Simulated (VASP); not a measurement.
# SiNi (P2_13) in VASP: single point with PBEsol

Aim: the single point of SiNi with PBEsol.

All numbers are computed with VASP 6.6.1; they aren't measurements. Logs are shortened: lines on timing, memory, paths and dates and some standing lists are left out, and cuts for length are marked.

## (1) The cell of the first run

It takes space group P2_13 (No. 198, cubic). The conventional cell has a = 4.497 Å, b = 4.497 Å, c = 4.497 Å, α = 90.00°, β = 90.00°, γ = 90.00°. Si (site symmetry 3) has 7 Ni at 2.23 to 2.47 Å and 6 Si at 2.76 Å within 3.0 Å. Within 3.0 Å of Ni (site symmetry 3) lie 7 Si at 2.23 to 2.47 Å and 6 Ni at 2.77 Å.

## (2) Single point, PBEsol, collinear spin, ferromagnetic start

INCAR

```
SYSTEM = SiNi
PREC     = Accurate       ! precision mode
ENCUT    = 600            ! plane-wave cutoff, eV
EDIFF    = 1E-6           ! SCF threshold, eV
ISMEAR   = -1             ! smearing method
SIGMA    = 0.1            ! smearing width, eV
LREAL    = .FALSE.        ! projectors in reciprocal space
LASPH    = .TRUE.         ! aspherical terms in the spheres
NELM     = 200            ! most SCF steps
ALGO     = Normal         ! electronic algorithm
ISIF     = 2              ! what is computed and relaxed
LWAVE    = .FALSE.        ! write WAVECAR
LCHARG   = .FALSE.        ! write CHGCAR
ISPIN    = 2              ! spin polarisation
MAGMOM   = 0 0 0 0 1 1 1 1 ! initial moments
LORBIT   = 11             ! projections on sites
LMAXMIX  = 4              ! l up to which the mixer works
GGA      = PS             ! functional
NBANDS   = 42             ! bands
GGA_COMPAT= .FALSE.
```

KPOINTS

```
Automatic mesh
0
G
  6 6 6
  0 0 0
```

POSCAR

```
SiNi
1.0
    4.4967800000      0.0000000000      0.0000000000
    0.0000000000      4.4967800000      0.0000000000
    0.0000000000      0.0000000000      4.4967800000
Si Ni
4 4
Direct
    0.8601000000      0.8601000000      0.8601000000
    0.1399000000      0.3601000000      0.6399000000
    0.3601000000      0.6399000000      0.1399000000
    0.6399000000      0.1399000000      0.3601000000
    0.1470000000      0.1470000000      0.1470000000
    0.3530000000      0.8530000000      0.6470000000
    0.6470000000      0.3530000000      0.8530000000
    0.8530000000      0.6470000000      0.3530000000
```

Potentials or basis: VASP PAW PBE potentials, release 64 (Si, Ni).

Run with:

```sh
$ cat potpaw_PBE.64/Si/POTCAR potpaw_PBE.64/Ni/POTCAR > POTCAR
$ mpirun -np 1 vasp_std > vasp.out
```

OUTCAR:

```text
SYSTEM = SiNi
   PREC = Accurate
   ENCUT = 600
   EDIFF = 1E-6
   ISMEAR = -1
   LREAL = .FALSE.
   LASPH = .TRUE.
   NELM = 200
   ISIF = 2
   ISPIN = 2
   LORBIT = 11
   GGA = PS

 ion  position               nearest neighbor table
   1  0.860  0.860  0.860-   5 2.23   6 2.41   7 2.41   8 2.41   8 2.47   7 2.47   6 2.47   4 2.76
                             3 2.76   2 2.76   4 2.76   3 2.76   2 2.76
   2  0.140  0.360  0.640-   8 2.23   6 2.41   7 2.41   5 2.41   7 2.47   5 2.47   6 2.47   4 2.76
                             1 2.76   3 2.76   1 2.76   3 2.76   4 2.76
   3  0.360  0.640  0.140-   7 2.23   6 2.41   5 2.41   8 2.41   5 2.47   6 2.47   8 2.47   4 2.76
                             1 2.76   2 2.76   4 2.76   1 2.76   2 2.76
   4  0.640  0.140  0.360-   6 2.23   5 2.41   7 2.41   8 2.41   5 2.47   8 2.47   7 2.47   3 2.76
                             1 2.76   1 2.76   2 2.76   3 2.76   2 2.76
   5  0.147  0.147  0.147-   1 2.23   2 2.41   3 2.41   4 2.41   2 2.47   3 2.47   4 2.47   6 2.77
                             6 2.77   7 2.77   8 2.77   8 2.77   7 2.77
   6  0.353  0.853  0.647-   4 2.23   2 2.41   3 2.41   1 2.41   1 2.47   2 2.47   3 2.47   7 2.77
                             8 2.77   5 2.77   5 2.77   7 2.77   8 2.77
   7  0.647  0.353  0.853-   3 2.23   2 2.41   1 2.41   4 2.41   1 2.47   4 2.47   2 2.47   6 2.77
                             8 2.77   8 2.77   6 2.77   5 2.77   5 2.77
   8  0.853  0.647  0.353-   2 2.23   1 2.41   3 2.41   4 2.41   3 2.47   1 2.47   4 2.47   6 2.77
                             7 2.77   7 2.77   5 2.77   5 2.77   6 2.77

  LATTYP: Found a simple cubic cell.
 ALAT       =     4.4967800000

  Lattice vectors:

 A1 = (   4.4967800000,   0.0000000000,   0.0000000000)
 A2 = (   0.0000000000,   4.4967800000,   0.0000000000)
 A3 = (   0.0000000000,   0.0000000000,   4.4967800000)

Analysis of symmetry for initial positions (statically):
=====================================================================
 Subroutine PRICEL returns:
 Original cell was already a primitive cell.

 Routine SETGRP: Setting up the symmetry group for a
 simple cubic supercell.

 Subroutine GETGRP returns: Found 12 space group operations
 (whereof  3 operations were pure point group operations)
 out of a pool of 48 trial point group operations.

The static configuration has the point symmetry C_3 .
 The point group associated with its full space group is T   .

Analysis of symmetry for dynamics (positions and initial velocities):
=====================================================================
 Subroutine PRICEL returns:
 Original cell was already a primitive cell.

 Routine SETGRP: Setting up the symmetry group for a
 simple cubic supercell.

 Subroutine GETGRP returns: Found 12 space group operations
 (whereof  3 operations were pure point group operations)
 out of a pool of 48 trial point group operations.

The dynamic configuration has the point symmetry C_3 .
 The point group associated with its full space group is T   .

Analysis of structural, dynamic, and magnetic symmetry:
=====================================================================
 Subroutine PRICEL returns:
 Original cell was already a primitive cell.

 Routine SETGRP: Setting up the symmetry group for a
 simple cubic supercell.

 Subroutine GETGRP returns: Found 12 space group operations
 (whereof  3 operations were pure point group operations)
 out of a pool of 48 trial point group operations.

The overall configuration has the point symmetry C_3 .
 The point group associated with its full space group is T   .

 Subroutine INISYM returns: Found 12 space group operations
 (whereof  3 operations are pure point group operations),
 and found     1 'primitive' translations

----------------------------------------------------------------------------------------

                                     Primitive cell

  volume of cell :      90.9295

  direct lattice vectors                    reciprocal lattice vectors
     4.496780000  0.000000000  0.000000000     0.222381348  0.000000000  0.000000000
     0.000000000  4.496780000  0.000000000     0.000000000  0.222381348  0.000000000
     0.000000000  0.000000000  4.496780000     0.000000000  0.000000000  0.222381348

  length of vectors
     4.496780000  4.496780000  4.496780000     0.222381348  0.222381348  0.222381348

  position of ions in fractional coordinates (direct lattice)
     0.860100000  0.860100000  0.860100000
     0.139900000  0.360100000  0.639900000
     0.360100000  0.639900000  0.139900000
[... 79 lines left out ...]
   ISTART =      0    job   : 0-new  1-cont  2-samecut
   ICHARG =      2    charge: 1-file 2-atom 10-const
   ISPIN  =      2    spin polarized calculation?
   LNONCOLLINEAR =      F non collinear calculations
   LSORBIT =      F    spin-orbit coupling
   LASPH  =      T    aspherical Exc in radial PAW
   ENCUT  =  600.0 eV  44.10 Ry    6.64 a.u.   8.98  8.98  8.98*2*pi/ulx,y,z
   NELM   =    200;   NELMIN=  2; NELMDL= -5     # of ELM steps
   EDIFF  = 0.1E-05   stopping-criterion for ELM
   LREAL  =      F    real-space projection
   EDIFFG = 0.1E-04   stopping-criterion for IOM
   NSW    =      0    number of steps for IOM
   IBRION =     -1    ionic relax: 0-MD 1-quasi-New 2-CG
   NFREE  =      0    steps in history (QN), initial steepest desc. (CG)
   ISIF   =      2    stress and relaxation
   ISYM   =      2    0-nonsym 1-usesym 2-fastsym
   POTIM  = 0.5000    time-step for ionic-motion
   TEBEG  =    0.0;   TEEND  =   0.0 temperature during run
   PSTRESS=    0.0 pullay stress
   NELECT =      56.0000    total number of electrons
   NUPDOWN=      -1.0000    fix difference up-down
   EMIN   =  10.00;   EMAX   =-10.00  energy-range for DOS
   EFERMI =   0.00;   METHOD = LEGACY
   ISMEAR =    -1;   SIGMA  =   0.10  broadening in eV -4-tet -1-fermi 0-gaus
   EFERMI_NEDOS =   21; number of points for ismear=-14 and -15
   IALGO  =     38    algorithm
   IMIX   =      4    mixing-type and parameters
     AMIX     =   0.40;   BMIX     =  1.00
     AMIX_MAG =   1.60;   BMIX_MAG =  1.00
  volume/ion in A,a.u.               =      11.37        76.70
  Fermi-wavevector in a.u.,A,eV,Ry     =   1.392844  2.632094 26.395505  1.940015
  Thomas-Fermi vector in A             =   2.516548
   LORBIT       =     11    0 simple, 1 ext, 2 COOP (PROOUT), +10 PAW based schemes
   GGA     = PS    functional components
   LHFCALC =     F    Hartree Fock is set to
   AEXX    =    0.0000 exact exchange contribution
   IVDW    =     0    specifies the selected vdW correction
   LEPSILON=     F    determine dielectric tensor
   LRPA    =     F    only Hartree local field effects (RPA)
 spin polarized calculation
  energy-cutoff  :      600.00
  volume of cell :       90.93
 maximum number of plane-waves:      3068
   NGX = 17   NGY = 17   NGZ = 17

 number of electron      56.0000062 magnetization      -0.0010231

 number of electron      56.0000062 magnetization       0.0002394

 Free energy of the ion-electron system (eV)
  ---------------------------------------------------
  ext. energy  EPLUGINS =         0.00000000
  ---------------------------------------------------
  free energy    TOTEN  =       -51.35300364 eV

  energy without entropy =      -51.25149147  energy(sigma->0) =      -51.30224756

 E-fermi :  11.8628     XC(G=0): -12.6906

 val. band max:       11.8020660159   @ k =   0.3333   0.0000   0.0000
 cond. band min:      11.8754156710   @ k =   0.3333   0.0000   0.0000
 fundamental gap:      0.0733496552
 Fermi energy:        11.8628206974

 spin component 1

 k-point     1 :       0.0000    0.0000    0.0000
  band No.  band energies     occupation
      1      -2.3837      1.00000
      2       3.0542      1.00000
      3       3.0542      1.00000
      4       3.0542      1.00000
      5       5.5943      1.00000
      6       5.5943      1.00000
[... 1021 lines left out ...]
     39      18.2175      0.00000
     40      18.2175      0.00000
 Fermi energy:        11.8628206974

 spin component 2

 k-point     1 :       0.0000    0.0000    0.0000
  band No.  band energies     occupation
      1      -2.3837      1.00000
      2       3.0542      1.00000
      3       3.0542      1.00000
      4       3.0542      1.00000
      5       5.5943      1.00000
      6       5.5943      1.00000
[... 1021 lines left out ...]
     39      18.2175      0.00000
     40      18.2175      0.00000
 [bands above 40 left out]

------------------------ aborting loop because EDIFF is reached ----------------------------------------

  FORCE on cell =-STRESS in cart. coord.  units (eV):
  Direction    XX          YY          ZZ          XY          YZ          ZX
  --------------------------------------------------------------------------------------
  -------------------------------------------------------------------------------------
  Total       -1.3738337     -1.3738337     -1.3738337     -0.0000000      0.0000000      0.0000000
  in kB      -24.2069369    -24.2069369    -24.2069369     -0.0000000      0.0000000      0.0000000
  external PRESSURE =     -24.2069369 kB  Pullay stress =       0.0000000 kB

 VOLUME and BASIS-vectors are now :
 -----------------------------------------------------------------------------
  energy-cutoff  :      600.00
  volume of cell :       90.93
      direct lattice vectors                 reciprocal lattice vectors
     4.496780000  0.000000000  0.000000000     0.222381348  0.000000000  0.000000000
     0.000000000  4.496780000  0.000000000     0.000000000  0.222381348  0.000000000
     0.000000000  0.000000000  4.496780000     0.000000000  0.000000000  0.222381348

 POSITION                                       TOTAL-FORCE (eV/Angst)
 -----------------------------------------------------------------------------------
      3.86768      3.86768      3.86768        -0.673302     -0.673302     -0.673302
      0.62910      1.61929      2.87749         0.673302     -0.673302      0.673302
      1.61929      2.87749      0.62910        -0.673302      0.673302      0.673302
      2.87749      0.62910      1.61929         0.673302      0.673302     -0.673302
      0.66103      0.66103      0.66103         0.194553      0.194553      0.194553
      1.58736      3.83575      2.90942        -0.194553     -0.194553      0.194553
      2.90942      1.58736      3.83575         0.194553     -0.194553     -0.194553
      3.83575      2.90942      1.58736        -0.194553      0.194553     -0.194553
 -----------------------------------------------------------------------------------
    total drift:                                0.000000      0.000000      0.000000

  FREE ENERGIE OF THE ION-ELECTRON SYSTEM (eV)
  ---------------------------------------------------
  free  energy   TOTEN  =       -51.3530036443 eV

  energy  without entropy=      -51.2514914696  energy(sigma->0) =      -51.30224756

 total charge

# of ion       s       p       d       tot
------------------------------------------
    1        0.737   0.851   0.000   1.588
    2        0.737   0.851   0.000   1.588
    3        0.737   0.851   0.000   1.588
    4        0.737   0.851   0.000   1.588
    5        0.460   0.615   8.506   9.580
    6        0.460   0.615   8.506   9.580
    7        0.460   0.615   8.506   9.580
    8        0.460   0.615   8.506   9.580
--------------------------------------------------
tot          4.788   5.864  34.023  44.675

 magnetization (x)

# of ion       s       p       d       tot
------------------------------------------
    1        0.000  -0.000   0.000   0.000
    2        0.000  -0.000   0.000   0.000
    3        0.000  -0.000   0.000   0.000
    4        0.000  -0.000   0.000   0.000
    5       -0.000  -0.000   0.000   0.000
    6       -0.000  -0.000   0.000   0.000
    7       -0.000  -0.000   0.000   0.000
    8       -0.000  -0.000   0.000   0.000
--------------------------------------------------
tot          0.000  -0.000   0.000   0.000
```

Run time: 3.6 min. Hardware: 1 thread of AMD EPYC 7R43 (Zen 3), shared host; peak memory 0.3 GiB.

What came out:

* Free energy: -51.3530 eV
* Pressure: -2.4 GPa
* Largest force: 1.166 eV/Å
* Band gap on the k mesh: zero (filled and empty bands overlap)
* Net moment: 0.00 μB per cell
* Valence electrons inside the program's atomic spheres: Si 1.59; Ni 9.58

Forces on the atoms (eV/Å):
```
Si  -0.673 -0.673 -0.673
Si   0.673 -0.673  0.673
Si  -0.673  0.673  0.673
Si   0.673  0.673 -0.673
Ni   0.195  0.195  0.195
Ni  -0.195 -0.195  0.195
Ni   0.195 -0.195 -0.195
Ni  -0.195  0.195 -0.195
```

Levels at points of the mesh, in eV from the Fermi level:
Spin up:
| k point | band 24 | band 25 | band 26 | band 27 | band 28 | band 29 | band 30 | band 31 | band 32 | band 33 |
| --- | --- | --- | --- | --- | --- | --- | --- | --- | --- | --- |
| (0.00, 0.00, 0.00) | -2.14 | -1.65 | -1.65 | -1.65 | 0.95 | 0.95 | 0.95 | 1.44 | 1.44 | 1.98 |
| (0.50, 0.00, 0.00) | -2.08 | -1.96 | -1.96 | -0.61 | -0.61 | -0.17 | -0.17 | 2.95 | 2.95 | 3.04 |
| (0.50, 0.50, 0.00) | -2.34 | -1.48 | -1.48 | -0.97 | -0.97 | 0.38 | 0.38 | 0.91 | 0.91 | 3.76 |
| (0.50, 0.50, 0.50) | -2.54 | -1.75 | -1.75 | -1.75 | -1.75 | 4.16 | 4.16 | 4.16 | 4.16 | 4.63 |
Spin down:
| k point | band 26 | band 27 | band 28 | band 29 | band 30 | band 31 |
| --- | --- | --- | --- | --- | --- | --- |
| (0.00, 0.00, 0.00) | -1.65 | -1.65 | 0.95 | 0.95 | 0.95 | 1.44 |
| (0.50, 0.00, 0.00) | -1.96 | -0.61 | -0.61 | -0.17 | -0.17 | 2.95 |
| (0.50, 0.50, 0.00) | -1.48 | -0.97 | -0.97 | 0.38 | 0.38 | 0.91 |
| (0.50, 0.50, 0.50) | -1.75 | -1.75 | -1.75 | 4.16 | 4.16 | 4.16 |

Caveat: the PAW data sets were made with another functional, which shifts forces and pressure a little.
